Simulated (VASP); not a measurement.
# Hg: relaxation of cell and atoms with PBE

Crystal: Hg.

```
Hg
1.0
     5.61698    0.00000    0.00000
    -2.80849    4.86445    0.00000
     0.00000    0.00000    3.27462
Hg
3
Direct
  0.33333 0.66667 0.50000
  0.00000 0.00000 0.00000
  0.66667 0.33333 0.50000
```

| Quantity | Value |
| --- | --- |
| Program | VASP 6.6.1 |
| Task | relaxation of cell and atoms |
| Functional | PBE |
| Potentials or basis | VASP PAW PBE potentials, release 64 (Hg) |
| Cutoff | 600 eV |
| k mesh | 6 × 6 × 10 |
| Occupations | gaussian, width 0.1 eV |
| Spin | no spin polarisation |
| Dipole correction | no |
| Further INCAR settings | ALGO = Normal; EDIFF = 1e-06; IBRION = 2; EDIFFG = -0.02; NSW = 90; ISIF = 3 |

- Relaxed volume: 29.23 Å³/atom
- Relaxed cell: a = 5.580 Å, b = 5.580 Å, c = 3.252 Å, α = 90.00°, β = 90.00°, γ = 120.00°
- Space group after relaxing (to 0.05 Å): P6/mmm (No. 191)
- Energy gained by relaxing: 0.4 meV/atom
- Ionic steps: 3
- Pressure after relaxing: 0.0 GPa
- Band gap on the k mesh: zero (band 18 reaches 2.92 eV, above the bottom of band 19 at 0.58 eV)

Stress tensor (GPa, compression positive):
```
 0.02  0.00  0.00
 0.00  0.02  0.00
 0.00  0.00 -0.09
```

The path:
```
step  energy change (eV)  largest force (eV/Å)  pressure (GPa)  volume (Å³)
   1              0.0000                0.0000           -0.19        89.47
   2             -0.0005                0.0000           -0.16        89.03
   3             -0.0012                0.0000           -0.01        87.69
```

Final structure:
```cif
data_structure
_symmetry_space_group_name_H-M 'P 1'
_symmetry_Int_Tables_number 1
_cell_length_a 5.5799
_cell_length_b 5.5799
_cell_length_c 3.2522
_cell_angle_alpha 90.000
_cell_angle_beta 90.000
_cell_angle_gamma 120.000
_cell_volume 87.69
loop_
_atom_site_label
_atom_site_type_symbol
_atom_site_fract_x
_atom_site_fract_y
_atom_site_fract_z
_atom_site_occupancy
Hg1 Hg 0.33333 0.66667 0.50000 1
Hg2 Hg 0.00000 0.00000 0.00000 1
Hg3 Hg 0.66667 0.33333 0.50000 1
```

Levels at points of the mesh, in eV from the Fermi level:
| k point | band 15 | band 16 | band 17 | band 18 | band 19 | band 20 | band 21 | band 22 |
| --- | --- | --- | --- | --- | --- | --- | --- | --- |
| (0.00, 0.00, 0.00) | -5.61 | -5.61 | -1.47 | -1.16 | 1.89 | 1.89 | 1.97 | 1.97 |
| (0.50, 0.00, 0.00) | -5.60 | -5.14 | -5.04 | -1.88 | -0.62 | 5.43 | 5.44 | 7.47 |
| (0.00, 0.00, 0.50) | -5.40 | -3.07 | -2.43 | 1.72 | 2.81 | 3.21 | 3.63 | 4.09 |
| (0.50, 0.00, 0.50) | -5.50 | -1.70 | -1.49 | -1.05 | 0.02 | 1.94 | 2.51 | 3.27 |

Wall time 2.9 min on 1 thread of Intel(R) Xeon(R) Platinum 8488C (Sapphire Rapids), on a shared host, peak memory 0.28 GiB.

Caveat: spin-orbit coupling is left out, which moves the levels of the heavy elements.
